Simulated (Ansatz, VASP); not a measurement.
# Pd in VASP and in Ansatz

```
Pd
1.0
     0.00000    2.56338    2.56338
     2.56338    0.00000    2.56338
     2.56338    2.56338    0.00000
Pd
2
Direct
  0.87500 0.87500 0.87500
  0.12500 0.12500 0.12500
```

Change from the starting cell: volume scaled by 0.76, LAPW.

Alike in both runs: task single point; functional LDA; k mesh 13 × 13 × 13; occupations fermi-dirac, width 0.1 eV; no spin polarisation.

|  | VASP | Ansatz |
| --- | --- | --- |
| version | VASP 6.6.1 | Ansatz 0.2.0 |
| potentials or method | VASP PAW LDA potentials, release 64 (Pd), cutoff 520 eV | all-electron LAPW, scalar-relativistic |

```csv
,VASP,Ansatz,Ansatz less VASP
pressure (GPa),51.5,54.5,+3.05
```

LDA's correlation is that of Perdew and Zunger in VASP and of Perdew and Wang (1992) in Ansatz. Both programs put the cell under a high pressure, so it lies far from rest at this level. Ansatz ran all-electron here, and VASP with PAW potentials.
